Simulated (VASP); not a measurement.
Crystal: Bi.

```
Bi
1.0
     0.00000    2.62286    2.62286
     2.62286    0.00000    2.62286
     2.62286    2.62286    0.00000
Bi
1
Direct
  0.00000 0.00000 0.00000
```

- Program: VASP 6.6.1
- Task: relaxation of cell and atoms
- Functional: PBEsol
- Potentials or basis: VASP PAW PBE potentials, release 64 (Bi_d)
- Cutoff: 600 eV
- k mesh: 6 × 6 × 6
- Occupations: gaussian, width 0.1 eV
- Spin: no spin polarisation

At the start: pressure -7.4 GPa; volume 36.09 Å³/atom.

Problem. Where does the relaxation end?

Solution. Over 3 steps the energy falls by 164.2 meV/atom and the volume is 30.11 Å³/atom (-16.6 %); space group Fm-3m (No. 225, to 0.05 Å).

The path:
```csv
step,energy change (eV),largest force (eV/Å),pressure (GPa),volume (Å³)
1,0.0000,0.0000,-7.43,36.09
2,-0.1327,0.0000,5.16,28.03
3,-0.1642,0.0000,-0.02,30.11
```

Final structure:
```yaml
crystal:
  lattice:
    - [0.00000, 2.46928, 2.46928]
    - [2.46928, 0.00000, 2.46928]
    - [2.46928, 2.46928, 0.00000]
  atoms:
    - { symbol: Bi, position: [0.00000, 0.00000, 0.00000] }
```

Caveat: the volume moved by over 15 % at a fixed basis, so the end points are rough; the PAW data sets were made with another functional, which shifts forces and pressure a little.
